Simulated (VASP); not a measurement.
# BP (I-4m2) in VASP: further runs

The runs below take BP through single point, with PBE, r2SCAN.

All numbers are computed with VASP 6.6.1; they aren't measurements. Logs are shortened: lines on timing, memory, paths and dates and some standing lists are left out, and cuts for length are marked.

## (1) The cell of the first run

The structure is tetragonal, space group I-4m2 (No. 119). Conventional cell: a = 3.208 Å, b = 3.208 Å, c = 4.355 Å, α = 90.00°, β = 90.00°, γ = 90.00°. B (site symmetry -4m2) has 4 P at 1.94 Å within 2.6 Å. Within 2.6 Å of P (site symmetry -4m2) lie 4 B at 1.94 Å.

## (2) Single point, PBE (uniaxial z strain -4.0%)

Contents of INCAR:

```
SYSTEM = BP
PREC = Accurate ; ENCUT = 520
EDIFF = 1E-6 ; ISMEAR = 0
SIGMA = 0.01 ; LREAL = .False.
LASPH = .True. ; NELM = 100
ALGO = Normal ; ISIF = 2
LWAVE = .False. ; LCHARG = .False.
GGA = PE ; NBANDS = 11
```

Contents of KPOINTS:

```
regular mesh
0
Gamma
  6 6 6
  0 0 0
```

Contents of POSCAR:

```
BP
1.0
    0.0000000000      2.2683156689      2.1775830422
    2.2683156689      0.0000000000      2.1775830422
    2.2683156689      2.2683156689      0.0000000000
B P
1 1
Direct
    0.0000000000      0.0000000000      0.0000000000
    0.2500000000      0.2500000000      0.2500000000
```

Potentials or basis: VASP PAW PBE potentials, release 64 (B, P).

Started as:

```
> cat potpaw_PBE.64/B/POTCAR potpaw_PBE.64/P/POTCAR > POTCAR
> mpirun -np 1 vasp_std > vasp.out
```

OUTCAR:

```text
SYSTEM = BP
   PREC = Accurate
   ENCUT = 520
   EDIFF = 1E-6
   ISMEAR = 0
   LREAL = .False.
   LASPH = .True.
   NELM = 100
   ISIF = 2
   GGA = PE

 ion  position               nearest neighbor table
   1  0.000  0.000  0.000-   2 1.94   2 1.94   2 1.94   2 1.94
   2  0.250  0.250  0.250-   1 1.94   1 1.94   1 1.94   1 1.94

  LATTYP: Found a body centered tetragonal cell.
 ALAT       =     3.2078827827
 C/A-ratio  =     1.3576450199

  Lattice vectors:

 A1 = (   0.0000000000,  -2.2683156689,  -2.1775830422)
 A2 = (   0.0000000000,   2.2683156689,  -2.1775830422)
 A3 = (   2.2683156689,   0.0000000000,   2.1775830422)

Analysis of symmetry for initial positions (statically):
=====================================================================
 Subroutine PRICEL returns:
 Original cell was already a primitive cell.

 Routine SETGRP: Setting up the symmetry group for a
 body centered tetragonal supercell.

 Subroutine GETGRP returns: Found  8 space group operations
 (whereof  8 operations were pure point group operations)
 out of a pool of 16 trial point group operations.

The static configuration has the point symmetry D_2d.

Analysis of symmetry for dynamics (positions and initial velocities):
=====================================================================
 Subroutine PRICEL returns:
 Original cell was already a primitive cell.

 Routine SETGRP: Setting up the symmetry group for a
 body centered tetragonal supercell.

 Subroutine GETGRP returns: Found  8 space group operations
 (whereof  8 operations were pure point group operations)
 out of a pool of 16 trial point group operations.

The dynamic configuration has the point symmetry D_2d.

 Subroutine INISYM returns: Found  8 space group operations
 (whereof  8 operations are pure point group operations),
 and found     1 'primitive' translations

----------------------------------------------------------------------------------------

                                     Primitive cell

  volume of cell :      22.4084

  direct lattice vectors                    reciprocal lattice vectors
     0.000000000  2.268315669  2.177583042    -0.220427874  0.220427874  0.229612369
     2.268315669  0.000000000  2.177583042     0.220427874 -0.220427874  0.229612369
     2.268315669  2.268315669  0.000000000     0.220427874  0.220427874 -0.229612369

  length of vectors
     3.144379729  3.144379729  3.207882783     0.387167580  0.387167580  0.387167580

  position of ions in fractional coordinates (direct lattice)
     0.000000000  0.000000000  0.000000000
     0.250000000  0.250000000  0.250000000

  ion indices of the primitive-cell ions
   primitive index   ion index
                 1           1
                 2           2

----------------------------------------------------------------------------------------

 KPOINTS: regular mesh

Automatic generation of k-mesh.
 Grid dimensions read from file:
 generate k-points for:    6    6    6

 Generating k-lattice:

  Cartesian coordinates                     Fractional coordinates (reciprocal lattice)
    -0.036737979  0.036737979  0.038268728     0.166666667  0.000000000  0.000000000
     0.036737979 -0.036737979  0.038268728     0.000000000  0.166666667  0.000000000
     0.036737979  0.036737979 -0.038268728    -0.000000000 -0.000000000  0.166666667

  Length of vectors
     0.064527930  0.064527930  0.064527930

  Shift w.r.t. Gamma in fractional coordinates (k-lattice)
     0.000000000  0.000000000  0.000000000

 Subroutine IBZKPT returns following result:
 ===========================================

 Found     30 irreducible k-points:

 Following reciprocal coordinates:
            Coordinates               Weight
  0.000000  0.000000  0.000000      1.000000
  0.166667  0.000000  0.000000      8.000000
  0.333333 -0.000000  0.000000      8.000000
  0.500000 -0.000000  0.000000      4.000000
  0.166667  0.166667  0.000000      2.000000
  0.333333  0.166667  0.000000      8.000000
[... 16 lines left out ...]
  0.333333  0.000000  0.333333      4.000000
  0.500000  0.000000  0.333333     16.000000
 [... further k-points ...]
   k-points           NKPTS =     30   k-points in BZ     NKDIM =     30   number of bands    NBANDS=     11
   number of dos      NEDOS =    301   number of ions     NIONS =      2
   total plane-waves  NPLWV =  13824
   dimension x,y,z NGX =    24 NGY =   24 NGZ =   24
   dimension x,y,z NGXF=    48 NGYF=   48 NGZF=   48
   ions per type =               1   1
   NGX,Y,Z   is equivalent  to a cutoff of  12.69, 12.69, 12.44 a.u.
   NGXF,Y,Z  is equivalent  to a cutoff of  25.38, 25.38, 24.88 a.u.
 SYSTEM =  BP
   PREC   = accura    normal or accurate (medium, high low for compatibility)
   ISTART =      0    job   : 0-new  1-cont  2-samecut
   ICHARG =      2    charge: 1-file 2-atom 10-const
   ISPIN  =      1    spin polarized calculation?
   LNONCOLLINEAR =      F non collinear calculations
   LSORBIT =      F    spin-orbit coupling
   LASPH  =      T    aspherical Exc in radial PAW
   ENCUT  =  520.0 eV  38.22 Ry    6.18 a.u.   5.85  5.85  5.96*2*pi/ulx,y,z
   NELM   =    100;   NELMIN=  2; NELMDL= -5     # of ELM steps
   EDIFF  = 0.1E-05   stopping-criterion for ELM
   LREAL  =      F    real-space projection
   EDIFFG = 0.1E-04   stopping-criterion for IOM
   NSW    =      0    number of steps for IOM
   IBRION =     -1    ionic relax: 0-MD 1-quasi-New 2-CG
   NFREE  =      0    steps in history (QN), initial steepest desc. (CG)
   ISIF   =      2    stress and relaxation
   ISYM   =      2    0-nonsym 1-usesym 2-fastsym
   POTIM  = 0.5000    time-step for ionic-motion
   TEBEG  =    0.0;   TEEND  =   0.0 temperature during run
   PSTRESS=    0.0 pullay stress
   NELECT =       8.0000    total number of electrons
   NUPDOWN=      -1.0000    fix difference up-down
   EMIN   =  10.00;   EMAX   =-10.00  energy-range for DOS
   EFERMI =   0.00;   METHOD = LEGACY
   ISMEAR =     0;   SIGMA  =   0.01  broadening in eV -4-tet -1-fermi 0-gaus
   EFERMI_NEDOS =   21; number of points for ismear=-14 and -15
   IALGO  =     38    algorithm
   IMIX   =      4    mixing-type and parameters
     AMIX     =   0.40;   BMIX     =  1.00
     AMIX_MAG =   1.60;   BMIX_MAG =  1.00
  volume/ion in A,a.u.               =      11.20        75.61
  Fermi-wavevector in a.u.,A,eV,Ry     =   1.161362  2.194656 18.351015  1.348762
  Thomas-Fermi vector in A             =   2.297935
   LORBIT       =      0    0 simple, 1 ext, 2 COOP (PROOUT), +10 PAW based schemes
   GGA     = PE    functional components
   LHFCALC =     F    Hartree Fock is set to
   AEXX    =    0.0000 exact exchange contribution
   IVDW    =     0    specifies the selected vdW correction
   LEPSILON=     F    determine dielectric tensor
   LRPA    =     F    only Hartree local field effects (RPA)
 non-spin polarized calculation
 Gauss-broadening in eV      SIGMA  =   0.01
  energy-cutoff  :      520.00
  volume of cell :       22.41
 maximum number of plane-waves:       620
   NGX = 11   NGY = 11   NGZ = 11

 number of electron       8.0000001 magnetization

 Free energy of the ion-electron system (eV)
  ---------------------------------------------------
  ext. energy  EPLUGINS =         0.00000000
  ---------------------------------------------------
  free energy    TOTEN  =       -12.86472626 eV

  energy without entropy =      -12.86472626  energy(sigma->0) =      -12.86472626

 E-fermi :   8.3592     XC(G=0): -11.0869

 val. band max:        8.2030102052   @ k =   0.0000   0.0000   0.0000
 cond. band min:       8.8818196583   @ k =   0.5000   0.5000   0.0000
 fundamental gap:      0.6788094532
 Fermi energy:         8.3591946670

 k-point     1 :       0.0000    0.0000    0.0000
  band No.  band energies     occupation
      1      -7.8981      2.00000
      2       7.8140      2.00000
      3       7.8140      2.00000
      4       8.2030      2.00000
      5      11.2597      0.00000
      6      11.4927      0.00000
      7      11.4927      0.00000
      8      15.9374      0.00000
      9      19.6395      0.00000
     10      19.7453      0.00000
     11      20.6817      0.00000

 k-point     2 :       0.1667    0.0000    0.0000
  band No.  band energies     occupation
      1      -7.3822      2.00000
      2       5.0338      2.00000
      3       7.0875      2.00000
      4       7.4288      2.00000
      5      11.9512      0.00000
      6      12.3719      0.00000
      7      12.4709      0.00000
      8      17.1083      0.00000
      9      18.6371      0.00000
     10      19.2239      0.00000
     11      21.0627      0.00000

 k-point     3 :       0.3333   -0.0000    0.0000
  band No.  band energies     occupation
      1      -5.9073      2.00000
      2       1.0220      2.00000
      3       6.1970      2.00000
      4       6.6640      2.00000
      5      11.9073      0.00000
      6      12.6971      0.00000
      7      13.1740      0.00000
      8      18.2976      0.00000
      9      19.8583      0.00000
     10      20.0678      0.00000
     11      21.8939      0.00000

 k-point     4 :       0.5000   -0.0000    0.0000
  band No.  band energies     occupation
      1      -4.4076      2.00000
      2      -1.3952      2.00000
      3       5.8719      2.00000
      4       6.3965      2.00000
      5      11.7632      0.00000
      6      12.4656      0.00000
      7      13.1132      0.00000
      8      18.2340      0.00000
      9      22.3602      0.00000
     10      23.1170      0.00000
     11      23.4149      0.00000
[... 239 lines left out ...]
 k-point    22 :      -0.3333    0.5000    0.1667
  band No.  band energies     occupation
      1      -2.4264      2.00000
      2      -0.2980      2.00000
      3       2.2782      2.00000
      4       2.4311      2.00000
      5      11.3735      0.00000
      6      11.9596      0.00000
      7      17.2704      0.00000
      8      18.0607      0.00000
      9      21.3712      0.00000
     10      24.6507      0.00000
     11      25.2254      0.00000

 k-point    23 :       0.3333    0.0000    0.3333
  band No.  band energies     occupation
      1      -5.2812      2.00000
      2       2.1087      2.00000
      3       4.4030      2.00000
      4       4.5132      2.00000
      5       9.4624      0.00000
      6      11.3058      0.00000
      7      17.3171      0.00000
      8      18.3380      0.00000
      9      21.7722      0.00000
     10      23.2922      0.00000
     11      25.5550      0.00000

 k-point    24 :       0.5000    0.0000    0.3333
  band No.  band energies     occupation
      1      -3.7075      2.00000
      2       0.1492      2.00000
      3       2.5909      2.00000
      4       4.2686      2.00000
      5       9.9908      0.00000
      6      12.3556      0.00000
      7      17.7909      0.00000
      8      18.9015      0.00000
      9      21.7903      0.00000
     10      23.5487      0.00000
     11      25.9389      0.00000

 [... further k-points ...]
[... 5 lines left out ...]
  --------------------------------------------------------------------------------------
  -------------------------------------------------------------------------------------
  Total        0.6915056      0.6915056      2.1655895      0.0000000      0.0000000      0.0000000
  in kB       49.4418374     49.4418374    154.8370940      0.0000000      0.0000000      0.0000000
  external PRESSURE =      84.5735896 kB  Pullay stress =       0.0000000 kB

 VOLUME and BASIS-vectors are now :
 -----------------------------------------------------------------------------
  energy-cutoff  :      520.00
  volume of cell :       22.41
      direct lattice vectors                 reciprocal lattice vectors
     0.000000000  2.268315669  2.177583042    -0.220427874  0.220427874  0.229612369
     2.268315669  0.000000000  2.177583042     0.220427874 -0.220427874  0.229612369
     2.268315669  2.268315669  0.000000000     0.220427874  0.220427874 -0.229612369

 POSITION                                       TOTAL-FORCE (eV/Angst)
 -----------------------------------------------------------------------------------
      0.00000      0.00000      0.00000         0.000000      0.000000      0.000000
      1.13416      1.13416      1.08879        -0.000000     -0.000000     -0.000000
 -----------------------------------------------------------------------------------
    total drift:                                0.000000      0.000000     -0.000000

  FREE ENERGIE OF THE ION-ELECTRON SYSTEM (eV)
  ---------------------------------------------------
  free  energy   TOTEN  =       -12.8647262627 eV

  energy  without entropy=      -12.8647262627  energy(sigma->0) =      -12.86472626
```

Wall time 4.9 s (1 thread of AMD EPYC 7R13 (Zen 3), shared host); peak memory 0.1 GiB.

What came out:

- Free energy: -12.8647 eV
- Pressure: 8.5 GPa
- Band gap on the k mesh: 0.68 eV, indirect (least direct gap 3.06 eV)

Caveat: the cell differs from its parent crystal (uniaxial z strain -4.0%). A k mesh can miss the band edges.

## (3) Single point, PBE (uniaxial z strain -4.0%)

Contents of INCAR:

```
SYSTEM = BP
PREC = Accurate ; ENCUT = 520
EDIFF = 1E-6 ; ISMEAR = -1
SIGMA = 0.02 ; LREAL = .FALSE.
LASPH = .TRUE. ; NELM = 100
ALGO = Normal ; ISIF = 2
LWAVE = .FALSE. ; LCHARG = .TRUE.
GGA = PE ; LELF = .TRUE.
LVHAR = .TRUE. ; NBANDS = 11
```

Contents of KPOINTS:

```
regular mesh
0
G
  10 10 10
  0 0 0
```

POSCAR is that of step 2.

Potentials or basis: VASP PAW PBE potentials, release 64 (B, P).

Started as:

```
> cat potpaw_PBE.64/B/POTCAR potpaw_PBE.64/P/POTCAR > POTCAR
> mpirun -np 1 vasp_std > vasp.out
```

It took 14 s on 1 thread of AMD EPYC 7R13 (Zen 3), shared host; peak memory 0.12 GiB.

Results (log left out):

| Property | Result |
| --- | --- |
| Free energy | -12.8825 eV |
| Pressure | 8.3 GPa |
| Band gap on the k mesh | 0.56 eV, indirect (least direct gap 3.06 eV) |

Stress tensor (GPa, compression positive):
```
 4.76  0.00  0.00
 0.00  4.76  0.00
 0.00  0.00 15.42
```

Levels at points of the mesh, in eV from the valence-band top:
```csv
k point,band 1,band 2,band 3,band 4,band 5,band 6,band 7,band 8,band 9
"(0.00, 0.00, 0.00)",-16.10,-0.39,-0.39,0.00,3.06,3.29,3.29,7.73,11.44
"(0.50, 0.00, 0.00)",-12.61,-9.60,-2.33,-1.81,3.56,4.27,4.91,10.03,14.16
"(0.50, 0.50, 0.00)",-10.74,-8.80,-4.81,-4.81,0.68,0.97,12.22,12.22,15.76
"(0.50, 0.00, 0.50)",-11.16,-9.19,-4.41,-4.33,1.15,1.56,11.76,12.65,15.09
```

Caveat: the cell differs from its parent crystal (uniaxial z strain -4.0%). A k mesh can miss the band edges.

## (4) Single point, r2SCAN (uniaxial z strain -4.0%)

POSCAR is that of step 3.

Contents of INCAR.step1:

```
SYSTEM = BP
PREC = Accurate
ENCUT = 520
ISMEAR = 0
SIGMA = 0.01
LREAL = .False.
LASPH = .True.
NELM = 80
NBANDS = 11
GGA = PE
ALGO = Normal
EDIFF = 1E-4
LWAVE = .True.
LCHARG = .False.
```

Contents of INCAR.step2:

```
SYSTEM = BP
PREC = Accurate
ENCUT = 520
EDIFF = 1E-7
ISMEAR = 0
SIGMA = 0.01
LREAL = .False.
LASPH = .True.
NELM = 80
ALGO = Normal
ISIF = 2
LWAVE = .False.
LCHARG = .True.
METAGGA = R2SCAN
LMIXTAU = .True.
LELF = .True.
LVHAR = .True.
NBANDS = 11
ISTART = 1
```

Contents of KPOINTS:

```
regular mesh
0
Gamma
  10 10 10
  0 0 0
```

Started as:

```
> cat potpaw_PBE.64/B/POTCAR potpaw_PBE.64/P/POTCAR > POTCAR
> cp INCAR.step1 INCAR
> mpirun -np 1 vasp_std > vasp.out
> cp INCAR.step2 INCAR
> mpirun -np 1 vasp_std > vasp.out
```

It took 30 s on 1 thread of Intel Xeon 6975P-C (Granite Rapids), shared host; peak memory 0.14 GiB.

It converged, with:

```yaml
Free_energy: -17.2704 eV
Pressure: 6.9 GPa
Band_gap_on_the_k_mesh: 0.74 eV, indirect (least direct gap 3.27 eV)
```

Stress tensor (GPa, compression positive):
```
 3.02  0.00  0.00
 0.00  3.02  0.00
 0.00  0.00 14.56
```

Levels at points of the mesh, in eV from the valence-band top:
```tsv
k point	band 1	band 2	band 3	band 4	band 5	band 6	band 7	band 8
(0.00, 0.00, 0.00)	-16.93	-0.41	-0.41	0.00	3.27	3.52	3.52	8.39
(0.50, 0.00, 0.00)	-13.27	-10.09	-2.47	-1.92	3.89	4.56	5.25	10.83
(0.50, 0.50, 0.00)	-11.24	-9.36	-5.08	-5.08	0.86	1.18	13.16	13.16
(0.50, 0.00, 0.50)	-11.68	-9.76	-4.66	-4.57	1.35	1.81	12.66	13.63
```

Caveat: the cell differs from its parent crystal (uniaxial z strain -4.0%); the PAW data sets were made with another functional, which shifts forces and pressure a little.

## (5) The runs side by side

| level | k mesh | smearing | gap on the mesh (eV) | pressure (GPa) |
| --- | --- | --- | --- | --- |
| PBE | 6 × 6 × 6 | gaussian 0.01 eV | 0.68 | 8.5 |
| PBE | 10 × 10 × 10 | fermi-dirac 0.02 eV | 0.56 | 8.3 |
| r2SCAN | 10 × 10 × 10 | gaussian 0.01 eV | 0.74 | 6.9 |

Alike in all rows: task single point; potentials or basis VASP PAW PBE potentials, release 64 (B, P); no spin polarisation; cell as given; cutoff (eV) 520.

Caveats: the PAW data sets were made with another functional, which shifts forces and pressure a little (some runs).

Total energies depend on the potentials used, so only differences within one code and one set of settings carry meaning.
